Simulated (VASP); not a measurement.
# Li (P6_3/mmc) in VASP: further runs

Li is run at these levels: revPBE; tasks: single point.

Program: VASP 6.6.1. These are calculated values, not measurements. Logs are shortened: lines on timing, memory, paths and dates and some standing lists are left out, and cuts for length are marked.

## Step 1: The cell of the first run

It takes space group P6_3/mmc (No. 194, hexagonal). Conventional cell: a = 3.225 Å, b = 3.225 Å, c = 10.511 Å, α = 90.00°, β = 90.00°, γ = 120.00°. Within 4.2 Å of Li (site symmetry -3m) lie 12 Li at 3.22 to 3.23 Å. Within 4.2 Å of Li (site symmetry -6m2) lie 12 Li at 3.22 to 3.23 Å.

This isn't the form of Li at room conditions, which is bcc.

## Step 2: Single point, revPBE (23.67 Å³/atom)

Contents of INCAR:

```
PREC = Accurate
ENCUT = 520
EDIFF = 1E-6
ISMEAR = -1
SIGMA = 0.1
LREAL = False
LASPH = True
NELM = 80
ALGO = Normal
ISIF = 2
LWAVE = False
LCHARG = True
GGA = RE
LELF = True
LVHAR = True
NBANDS = 14
```

Contents of KPOINTS:

```
Automatic mesh
0
Gamma
  13 13 4
```

Contents of POSCAR:

```
Li
1.0
    3.2251086240      0.0000000000      0.0000000000
   -1.6125543120      2.7930259984      0.0000000000
    0.0000000000      0.0000000000     10.5113434278
Li
4
Direct
    1.0000000000      0.0000000000      0.0000000000
    0.0000000000      0.0000000000      0.5000000000
    0.3333333333      0.6666666667      0.2500000000
    0.6666666667      0.3333333333      0.7500000000
```

Potentials or basis: VASP PAW PBE potentials, release 64 (Li_sv).

Command:

```sh
$ cat potpaw_PBE.64/Li_sv/POTCAR > POTCAR
$ mpirun -np 1 vasp_std > vasp.out
```

OUTCAR:

```text
PREC = Accurate
   ENCUT = 520
   EDIFF = 1E-6
   ISMEAR = -1
   LREAL = False
   LASPH = True
   NELM = 80
   ISIF = 2
   GGA = RE

 ion  position               nearest neighbor table
   1  0.000  0.000  0.000-
   2  0.000  0.000  0.500-
   3  0.333  0.667  0.250-
   4  0.667  0.333  0.750-

  LATTYP: Found a hexagonal cell.
 ALAT       =     3.2251086240
 C/A-ratio  =     3.2592215188

  Lattice vectors:

 A1 = (   3.2251086240,   0.0000000000,   0.0000000000)
 A2 = (  -1.6125543120,   2.7930259984,   0.0000000000)
 A3 = (   0.0000000000,   0.0000000000,  10.5113434278)

Analysis of symmetry for initial positions (statically):
=====================================================================
 Subroutine PRICEL returns:
 Original cell was already a primitive cell.

 Routine SETGRP: Setting up the symmetry group for a
 hexagonal supercell.

 Subroutine GETGRP returns: Found 24 space group operations
 (whereof 12 operations were pure point group operations)
 out of a pool of 24 trial point group operations.

The static configuration has the point symmetry D_3d.
 The point group associated with its full space group is D_6h.

Analysis of symmetry for dynamics (positions and initial velocities):
=====================================================================
 Subroutine PRICEL returns:
 Original cell was already a primitive cell.

 Routine SETGRP: Setting up the symmetry group for a
 hexagonal supercell.

 Subroutine GETGRP returns: Found 24 space group operations
 (whereof 12 operations were pure point group operations)
 out of a pool of 24 trial point group operations.

The dynamic configuration has the point symmetry D_3d.
 The point group associated with its full space group is D_6h.

 Subroutine INISYM returns: Found 24 space group operations
 (whereof 12 operations are pure point group operations),
 and found     1 'primitive' translations

----------------------------------------------------------------------------------------

                                     Primitive cell

  volume of cell :      94.6842

  direct lattice vectors                    reciprocal lattice vectors
     3.225108624  0.000000000  0.000000000     0.310067076  0.179017310  0.000000000
    -1.612554312  2.793025998  0.000000000     0.000000000  0.358034619  0.000000000
     0.000000000  0.000000000 10.511343428     0.000000000  0.000000000  0.095135318

  length of vectors
     3.225108624  3.225108624 10.511343428     0.358034619  0.358034619  0.095135318

  position of ions in fractional coordinates (direct lattice)
     0.000000000  0.000000000  0.000000000
     0.000000000  0.000000000  0.500000000
     0.333333333  0.666666667  0.250000000
     0.666666667  0.333333333  0.750000000

  ion indices of the primitive-cell ions
   primitive index   ion index
                 1           1
                 2           2
                 3           3
                 4           4

----------------------------------------------------------------------------------------

 KPOINTS: Automatic mesh

Automatic generation of k-mesh.
 Grid dimensions read from file:
 generate k-points for:   13   13    4

 Generating k-lattice:

  Cartesian coordinates                     Fractional coordinates (reciprocal lattice)
     0.023851314  0.013770562  0.000000000     0.076923077  0.000000000  0.000000000
     0.000000000  0.027541125  0.000000000     0.000000000  0.076923077  0.000000000
     0.000000000  0.000000000  0.023783830     0.000000000  0.000000000  0.250000000

  Length of vectors
     0.027541125  0.027541125  0.023783830

  Shift w.r.t. Gamma in fractional coordinates (k-lattice)
     0.000000000  0.000000000  0.000000000

 Subroutine IBZKPT returns following result:
 ===========================================

 Found     63 irreducible k-points:

 Following reciprocal coordinates:
            Coordinates               Weight
  0.000000  0.000000  0.000000      1.000000
  0.076923  0.000000  0.000000      6.000000
  0.153846  0.000000  0.000000      6.000000
  0.230769  0.000000  0.000000      6.000000
  0.307692  0.000000  0.000000      6.000000
  0.384615  0.000000  0.000000      6.000000
[... 16 lines left out ...]
  0.076923  0.000000  0.250000     12.000000
  0.153846  0.000000  0.250000     12.000000
 [... further k-points ...]
   k-points           NKPTS =     63   k-points in BZ     NKDIM =     63   number of bands    NBANDS=     14
   number of dos      NEDOS =    301   number of ions     NIONS =      4
   total plane-waves  NPLWV =  46080
   dimension x,y,z NGX =    24 NGY =   24 NGZ =   80
   dimension x,y,z NGXF=    48 NGYF=   48 NGZF=  160
   ions per type =               4
   NGX,Y,Z   is equivalent  to a cutoff of  12.37, 12.37, 12.65 a.u.
   NGXF,Y,Z  is equivalent  to a cutoff of  24.74, 24.74, 25.31 a.u.
 SYSTEM =  unknown system
   PREC   = accura    normal or accurate (medium, high low for compatibility)
   ISTART =      0    job   : 0-new  1-cont  2-samecut
   ICHARG =      2    charge: 1-file 2-atom 10-const
   ISPIN  =      1    spin polarized calculation?
   LNONCOLLINEAR =      F non collinear calculations
   LSORBIT =      F    spin-orbit coupling
   LASPH  =      T    aspherical Exc in radial PAW
   ENCUT  =  520.0 eV  38.22 Ry    6.18 a.u.   6.00  6.00 19.54*2*pi/ulx,y,z
   NELM   =     80;   NELMIN=  2; NELMDL= -5     # of ELM steps
   EDIFF  = 0.1E-05   stopping-criterion for ELM
   LREAL  =      F    real-space projection
   EDIFFG = 0.1E-04   stopping-criterion for IOM
   NSW    =      0    number of steps for IOM
   IBRION =     -1    ionic relax: 0-MD 1-quasi-New 2-CG
   NFREE  =      0    steps in history (QN), initial steepest desc. (CG)
   ISIF   =      2    stress and relaxation
   ISYM   =      2    0-nonsym 1-usesym 2-fastsym
   POTIM  = 0.5000    time-step for ionic-motion
   TEBEG  =    0.0;   TEEND  =   0.0 temperature during run
   PSTRESS=    0.0 pullay stress
   NELECT =      12.0000    total number of electrons
   NUPDOWN=      -1.0000    fix difference up-down
   EMIN   =  10.00;   EMAX   =-10.00  energy-range for DOS
   EFERMI =   0.00;   METHOD = LEGACY
   ISMEAR =    -1;   SIGMA  =   0.10  broadening in eV -4-tet -1-fermi 0-gaus
   EFERMI_NEDOS =   21; number of points for ismear=-14 and -15
   IALGO  =     38    algorithm
   IMIX   =      4    mixing-type and parameters
     AMIX     =   0.40;   BMIX     =  1.00
     AMIX_MAG =   1.60;   BMIX_MAG =  1.00
  volume/ion in A,a.u.               =      23.67       159.74
  Fermi-wavevector in a.u.,A,eV,Ry     =   0.822324  1.553966  9.200478  0.676216
  Thomas-Fermi vector in A             =   1.933638
   LORBIT       =      0    0 simple, 1 ext, 2 COOP (PROOUT), +10 PAW based schemes
   GGA     = RE    functional components
   LHFCALC =     F    Hartree Fock is set to
   AEXX    =    0.0000 exact exchange contribution
   IVDW    =     0    specifies the selected vdW correction
   LEPSILON=     F    determine dielectric tensor
   LRPA    =     F    only Hartree local field effects (RPA)
 non-spin polarized calculation
  energy-cutoff  :      520.00
  volume of cell :       94.68
 maximum number of plane-waves:      2582
 NGX is ok and might be reduce to    24
   NGX = 11   NGY = 11   NGZ = 39

 number of electron      12.0000022 magnetization

 Free energy of the ion-electron system (eV)
  ---------------------------------------------------
  ext. energy  EPLUGINS =         0.00000000
  ---------------------------------------------------
  free energy    TOTEN  =        -7.22995881 eV

  energy without entropy =       -7.15795129  energy(sigma->0) =       -7.19395505

 E-fermi :   0.2948     XC(G=0):  -6.6040

 val. band max:        0.2683501712   @ k =   0.0769   0.0769   0.2500
 cond. band min:       0.3109247087   @ k =   0.3846   0.1538   0.0000
 fundamental gap:      0.0425745375
 Fermi energy:         0.2947728851

 k-point     1 :       0.0000    0.0000    0.0000
  band No.  band energies     occupation
      1     -46.6678      2.00000
      2     -46.6634      2.00000
      3     -46.6628      2.00000
      4     -46.6584      2.00000
      5      -3.0819      2.00000
      6      -2.0239      2.00000
      7      -2.0233      2.00000
      8       0.3471      0.74398
      9       2.7600      0.00000
     10       7.5012      0.00000
     11       7.5054      0.00000
     12      11.6479      0.00000
     13      11.6480      0.00000
     14      12.1723      0.00000

 k-point     2 :       0.0769    0.0000    0.0000
  band No.  band energies     occupation
      1     -46.6673      2.00000
      2     -46.6630      2.00000
      3     -46.6624      2.00000
      4     -46.6582      2.00000
      5      -2.9929      2.00000
      6      -1.9331      2.00000
      7      -1.9325      2.00000
      8       0.4590      0.32439
      9       2.8043      0.00000
     10       7.5475      0.00000
     11       7.5566      0.00000
     12      10.6793      0.00000
     13      10.9802      0.00000
     14      11.6832      0.00000

 k-point     3 :       0.1538    0.0000    0.0000
  band No.  band energies     occupation
      1     -46.6660      2.00000
      2     -46.6621      2.00000
      3     -46.6615      2.00000
      4     -46.6577      2.00000
      5      -2.7258      2.00000
      6      -1.6619      2.00000
      7      -1.6612      2.00000
      8       0.7940      0.01348
      9       2.9282      0.00000
     10       7.5886      0.00000
     11       7.6655      0.00000
     12       9.0874      0.00000
     13       9.9743      0.00000
     14      10.0530      0.00000
[... 324 lines left out ...]
 k-point    23 :       0.0769    0.0000    0.2500
  band No.  band energies     occupation
      1     -46.6670      2.00000
      2     -46.6645      2.00000
      3     -46.6610      2.00000
      4     -46.6586      2.00000
      5      -2.9265      2.00000
      6      -2.3955      2.00000
      7      -1.3454      2.00000
      8       0.0629      1.82084
      9       3.3508      0.00000
     10       5.9490      0.00000
     11       9.2656      0.00000
     12      10.7487      0.00000
     13      11.0479      0.00000
     14      11.2660      0.00000

 k-point    24 :       0.1538    0.0000    0.2500
  band No.  band energies     occupation
      1     -46.6657      2.00000
      2     -46.6634      2.00000
      3     -46.6602      2.00000
      4     -46.6579      2.00000
      5      -2.6592      2.00000
      6      -2.1264      2.00000
      7      -1.0697      2.00000
      8       0.3704      0.63906
      9       3.4995      0.00000
     10       6.0936      0.00000
     11       8.8105      0.00000
     12       9.3659      0.00000
     13       9.7995      0.00000
     14      10.1274      0.00000

 [... further k-points ...]

------------------------ aborting loop because EDIFF is reached ----------------------------------------

  FORCE on cell =-STRESS in cart. coord.  units (eV):
  Direction    XX          YY          ZZ          XY          YZ          ZX
  --------------------------------------------------------------------------------------
  -------------------------------------------------------------------------------------
  Total       -0.7685306     -0.7685306     -0.7201868      0.0000000      0.0000000     -0.0000000
  in kB      -13.0045162    -13.0045162    -12.1864776      0.0000000      0.0000000     -0.0000000
  external PRESSURE =     -12.7318367 kB  Pullay stress =       0.0000000 kB

 VOLUME and BASIS-vectors are now :
 -----------------------------------------------------------------------------
  energy-cutoff  :      520.00
  volume of cell :       94.68
      direct lattice vectors                 reciprocal lattice vectors
     3.225108624  0.000000000  0.000000000     0.310067076  0.179017310  0.000000000
    -1.612554312  2.793025998  0.000000000     0.000000000  0.358034619  0.000000000
     0.000000000  0.000000000 10.511343428     0.000000000  0.000000000  0.095135318

 POSITION                                       TOTAL-FORCE (eV/Angst)
 -----------------------------------------------------------------------------------
      0.00000      0.00000      0.00000         0.000000      0.000000      0.000000
      0.00000      0.00000      5.25567         0.000000      0.000000      0.000000
     -0.00000      1.86202      2.62784        -0.000000      0.000000      0.000000
      1.61255      0.93101      7.88351         0.000000     -0.000000     -0.000000
 -----------------------------------------------------------------------------------
    total drift:                               -0.000000      0.000000     -0.000000

  FREE ENERGIE OF THE ION-ELECTRON SYSTEM (eV)
  ---------------------------------------------------
  free  energy   TOTEN  =        -7.2299588092 eV

  energy  without entropy=       -7.1579512871  energy(sigma->0) =       -7.19395505
```

It took 56 s on 1 thread of Intel Xeon Platinum 8488C (Sapphire Rapids), shared host; peak memory 0.21 GiB.

Results:

```yaml
Free_energy: -7.2300 eV
Band_gap_on_the_k_mesh: zero (bands 6 and 7 overlap by 3.85 eV)
```

Levels at points of the mesh, in eV from the Fermi level:
```
           k point  band 4  band 5  band 6  band 7  band 8  band 9
(0.00, 0.00, 0.00)  -46.95   -3.38   -2.32   -2.32    0.05    2.47
(0.00, 0.00, 0.50)  -46.95   -3.11   -3.11   -1.04   -1.04    4.16
```

Caveat: the cutoff is under 1.25 times the usual one of these potentials, so pressure, stress and relaxed cells hold a basis-set (Pulay) error; the PAW data sets were made with another functional, which shifts forces and pressure a little.

## Step 3: Single point, revPBE

This run uses another cell than the first one, of 21.13 Å³/atom.

Contents of INCAR:

```
SYSTEM = Li
PREC = Accurate
ENCUT = 520
EDIFF = 1E-6
ISMEAR = -1
SIGMA = 0.1
LREAL = .FALSE.
LASPH = .TRUE.
NELM = 80
ALGO = Normal
ISIF = 2
LWAVE = .FALSE.
LCHARG = .FALSE.
GGA = RE
NBANDS = 14
```

Contents of KPOINTS:

```
Automatic mesh
0
G
  15 15 4
  0 0 0
```

Contents of POSCAR:

```
Li
1.0
    3.1055486639      0.0000000000      0.0000000000
   -1.5527743319      2.6894840356      0.0000000000
    0.0000000000      0.0000000000     10.1216710329
Li
4
Direct
    1.0000000000      0.0000000000      0.0000000000
    0.0000000000      0.0000000000      0.5000000000
    0.3333333333      0.6666666667      0.2500000000
    0.6666666667      0.3333333333      0.7500000000
```

Potentials or basis: VASP PAW PBE potentials, release 64 (Li_sv).

Command:

```sh
$ cat potpaw_PBE.64/Li_sv/POTCAR > POTCAR
$ mpirun -np 1 vasp_std > vasp.out
```

It took 59 s on 1 thread of Intel Xeon Platinum 8488C (Sapphire Rapids), shared host; peak memory 0.22 GiB.

Results (log left out):

- Free energy: -7.2714 eV
- Band gap on the k mesh: zero (bands 6 and 7 overlap by 3.95 eV)

Levels at points of the mesh, in eV from the Fermi level:
```csv
k point,band 3,band 4,band 5,band 6,band 7,band 8,band 9,band 10
"(0.00, 0.00, 0.00)",-46.75,-46.74,-3.52,-2.42,-2.42,0.02,2.81,7.81
"(0.00, 0.00, 0.50)",-46.74,-46.74,-3.25,-3.25,-1.09,-1.09,4.57,4.57
```

Caveat: the cutoff is under 1.25 times the usual one of these potentials, so pressure, stress and relaxed cells hold a basis-set (Pulay) error; the PAW data sets were made with another functional, which shifts forces and pressure a little.

The gap in the log of VASP goes by the Fermi energy; the results here count the filled bands.